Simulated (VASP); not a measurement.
Write the native input for VASP 6.6.1 that does the following.

- Task: single point
- Functional: LDA
- Potentials or basis: VASP PAW LDA potentials, release 64 (Pt, Se)
- Cutoff: 520 eV
- k mesh: 9 × 9 × 6
- Occupations: gaussian, width 0.05 eV
- Spin: no spin polarisation
- Dipole correction: no
- Further INCAR settings: ALGO = Normal; EDIFF = 1e-07; NBANDS = 18

The structure of PtSe2 (Sudovikovite) lies in POSCAR:

```
PtSe2
1.0
    3.7240000000      0.0000000000      0.0000000000
   -1.8620000000      3.2250790000      0.0000000000
    0.0000000000      0.0000000000      5.0620000000
Pt Se
1 2
Direct
    0.0000000000      0.0000000000      0.0000000000
    0.3333333333      0.6666666667      0.2500000000
    0.6666666667      0.3333333333      0.7500000000
```

One way to write it, as run:

INCAR

```
SYSTEM = PtSe2
PREC = Accurate
ENCUT = 520
EDIFF = 1E-7
ISMEAR = 0
SIGMA = 0.05
LREAL = .FALSE.
LASPH = .TRUE.
NELM = 60
ALGO = Normal
ISIF = 2
LWAVE = .FALSE.
LCHARG = .FALSE.
GGA = CA
NBANDS = 18
```

KPOINTS

```
Automatic mesh
0
G
  9 9 6
  0 0 0
```

Potentials or basis: VASP PAW LDA potentials, release 64 (Pt, Se).

Command:

```bash
$ cat potpaw_LDA.64/Pt/POTCAR potpaw_LDA.64/Se/POTCAR > POTCAR
$ mpirun -np 1 vasp_std > vasp.out
```

Results of the run:

| Property | Result |
| --- | --- |
| Pressure | -0.1 GPa |
| Largest force | 0.225 eV/Å |
| Band gap on the k mesh | zero (band 11 reaches 6.92 eV, above the bottom of band 12 at 6.48 eV) |

Caveat: spin-orbit coupling is left out, which moves the levels of the heavy elements.

Wall time 72 s on 1 thread of AMD EPYC 7R43 64-Core Processor (Zen 3), on a shared host, peak memory 0.17 GiB.
